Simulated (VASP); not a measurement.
As, 4 atoms in the cell. The cell holds a slab with vacuum, 4 atoms: a = 3.650 Å, b = 4.470 Å, c = 22.420 Å, α = 90.00°, β = 90.00°, γ = 90.00°. 

| Quantity | Value |
| --- | --- |
| Program | VASP 6.6.1 |
| Task | single point |
| Functional | PBE |
| Dispersion | D3(BJ) |
| Potentials or basis | VASP PAW PBE potentials, release 64 (As) |
| Cutoff | 520 eV |
| k mesh | 9 × 8 × 1 |
| Occupations | gaussian, width 0.05 eV |
| Spin | no spin polarisation |
| Dipole correction | yes |
| Further INCAR settings | ALGO = Normal; EDIFF = 1e-07; NBANDS = 18 |

Potentials or basis: VASP PAW PBE potentials, release 64 (As).

Command:

```sh
$ cat potpaw_PBE.64/As/POTCAR > POTCAR
$ mpirun -np 1 vasp_std > vasp.out
```

Hardware: 1 thread of Intel(R) Xeon(R) Platinum 8259CL CPU @ 2.50GHz (Skylake/Cascade Lake), with other jobs on the host.

How long does it take, and how much memory?

Run time: 3.8 min on 1 thread of Intel(R) Xeon(R) Platinum 8259CL CPU @ 2.50GHz (Skylake/Cascade Lake) (shared host), peak memory 0.45 GiB. Counts: scf iterations 22, k points 25.
